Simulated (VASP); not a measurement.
## Cr: single point with LDA

Crystal: Cr.

```
CELL_PARAMETERS angstrom
-1.67704 1.67697 1.15061
1.67697 -1.67704 1.15061
2.74285 2.74285 -1.15073
ATOMIC_POSITIONS crystal
Cr 0.99999 0.00001 0.00000
Cr 0.75001 0.24999 0.50000
```

```yaml
Program: VASP 6.6.1
Task: single point
Functional: LDA
Potentials_or_basis: VASP PAW LDA potentials, release 64 (Cr_pv)
Cutoff: 520 eV
k_mesh: 17 × 17 × 9
Occupations: fermi-dirac, width 0.05 eV
Spin: collinear spin, antiferromagnetic start
Starting_moments: "[1.5, -1.5] μB"
```

| Quantity | Value |
| --- | --- |
| Pressure | 12.8 GPa |
| Band gap on the k mesh | zero (filled and empty bands overlap) |
| Net moment | 0.00 μB per cell |
| Valence electrons inside the program's atomic spheres | Cr 11.30 |

Forces in eV/Å, atoms in the order of the input:
```
Cr   0.001 -0.001  0.000
Cr  -0.001  0.001  0.000
```

Stress tensor (GPa, compression positive):
```
12.77  0.44  0.02
 0.44 12.77  0.02
 0.02  0.02 12.83
```

Levels at points of the mesh, in eV from the Fermi level:
Spin up:
```tsv
k point	band 9	band 10	band 11	band 12	band 13	band 14	band 15	band 16
(0.00, 0.00, 0.00)	-2.01	-1.78	-0.92	0.44	0.80	0.82	1.71	1.75
```
Spin down:
| k point | band 10 | band 11 | band 12 | band 13 | band 14 | band 15 |
| --- | --- | --- | --- | --- | --- | --- |
| (0.00, 0.00, 0.00) | -1.78 | -0.92 | 0.44 | 0.80 | 0.82 | 1.71 |

Wall time 15 min on 1 thread of Oxide Virtual Turin-like Processor, on a shared host, peak memory 0.46 GiB.

Caveat: the cell stands under pressure; an empty level that is flat over the whole mesh can mark a ghost state of the potentials, or a narrow d or f band.
